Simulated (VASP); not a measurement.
A run of VASP 6.6.1 is set up as follows.

File INCAR:

```
SYSTEM = Si
PREC = Accurate
ENCUT = 520
EDIFF = 1E-7
ISMEAR = -1
SIGMA = 0.08
LREAL = .False.
LASPH = .True.
NELM = 80
ALGO = Normal
ISIF = 2
LWAVE = .False.
LCHARG = .False.
NBANDS = 11
```

KPOINTS

```
regular mesh
0
Gamma
  11 11 11
  0 0 0
```

The input POSCAR:

```
Si
1.0
    0.0000000000      2.7154700000      2.6883153000
    2.7154700000      0.0000000000      2.6883153000
    2.7154700000      2.7154700000      0.0000000000
Si
2
Direct
    0.5000000000      0.5000000000      0.5000000000
    0.7500000000      0.7500000000      0.7500000000
```

Potentials or basis: VASP PAW LDA potentials, release 64 (Si).

Launch:

```sh
$ cat potpaw_LDA.64/Si/POTCAR > POTCAR
$ mpirun -np 1 vasp_std > vasp.out
```

(1) Estimate the band gap on the k mesh.

(2) Predict the pressure.

Results:

(1) 0.37 eV (least direct gap 2.46 eV).

(2) -0.5 GPa.

Caveat: the cell differs from its parent crystal (zz strain of -1 %); an odd mesh through Γ misses points on the zone boundary, where band edges can lie.
